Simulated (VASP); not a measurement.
**EuO: relaxation of cell and atoms with LDA**

EuO:

```
CELL_PARAMETERS angstrom
3.63729 0.00000 0.00000
1.81864 3.14998 0.00000
1.81864 1.04999 2.96983
ATOMIC_POSITIONS crystal
Eu 0.00000 0.00000 0.00000
O 0.50000 0.50000 0.50000
```

- Program: VASP 6.6.1
- Task: relaxation of cell and atoms
- Functional: LDA
- Potentials or basis: VASP PAW PBE potentials, release 64 (Eu, O)
- Cutoff: 600 eV
- k mesh: 8 × 8 × 8
- Occupations: fermi-dirac, width 0.1 eV
- Spin: collinear spin, ferromagnetic start
- Starting moments: [9.1, 0.0] μB
- Dipole correction: no
- Further INCAR settings: ALGO = Normal; EDIFF = 1e-07; IBRION = 2; EDIFFG = -0.01; NSW = 80; ISIF = 3

The relaxed volume is 14.74 Å³/atom. The relaxed cell is a = 3.467 Å, b = 3.467 Å, c = 3.467 Å, α = 60.00°, β = 60.00°, γ = 60.00°. The space group after relaxing (to 0.1 Å) is Fm-3m (No. 225). The energy gained by relaxing is 108.1 meV/atom. The ionic steps are 3, the pressure after relaxing is 0.0 GPa and the net moment is -6.78 μB per cell. The site moments are Eu -6.49; O +0.07 μB. The valence electrons inside the program's atomic spheres are Eu 14.82; O 4.96.

Step by step:
```csv
step,energy change (eV),largest force (eV/Å),pressure (GPa),volume (Å³)
1,0.0000,0.0000,-13.26,34.03
2,-0.1598,0.0000,10.05,27.55
3,-0.2162,0.0000,-0.03,29.48
```

Final structure:
```yaml
crystal:
  lattice:
    - [3.46735, 0.00000, 0.00000]
    - [1.73367, 3.00281, 0.00000]
    - [1.73367, 1.00094, 2.83108]
  atoms:
    - { symbol: Eu, position: [0.00000, 0.00000, 0.00000] }
    - { symbol: O, position: [0.50000, 0.50000, 0.50000] }
```

Levels at points of the mesh, in eV from the Fermi level:
Spin up:
```csv
k point,band 6,band 7,band 8,band 9,band 10,band 11
"(0.00, 0.00, 0.00)",-4.15,-4.15,-4.15,1.16,2.44,2.44
"(0.50, 0.00, 0.00)",-6.48,-5.51,-5.51,3.10,3.12,3.48
"(0.50, 0.50, 0.00)",-3.92,-3.92,-3.78,-1.03,3.56,3.61
```
Spin down:
```csv
k point,band 12,band 13,band 14,band 15,band 16,band 17,band 18,band 19
"(0.00, 0.00, 0.00)",-0.36,0.04,0.04,0.04,0.48,1.55,1.55,1.55
"(0.50, 0.00, 0.00)",-0.43,-0.43,-0.40,-0.34,2.57,4.86,4.86,5.84
"(0.50, 0.50, 0.00)",-0.52,-0.52,-0.43,-0.09,-0.09,4.24,6.31,7.53
```

Run time: 2.5 min on 1 thread of Intel(R) Xeon(R) 6975P-C (Granite Rapids), with other jobs on the host, peak memory 0.2 GiB.

Caveat: the PAW data sets were made with another functional, which shifts forces and pressure a little; spin-orbit coupling is left out, which moves the levels of the heavy elements; a cell with one magnetic atom can't hold antiferromagnetic order, which such compounds often take; semilocal functionals describe open f shells poorly, which spoils levels, moments and volumes. LDA usually gives volumes a few per cent too small.
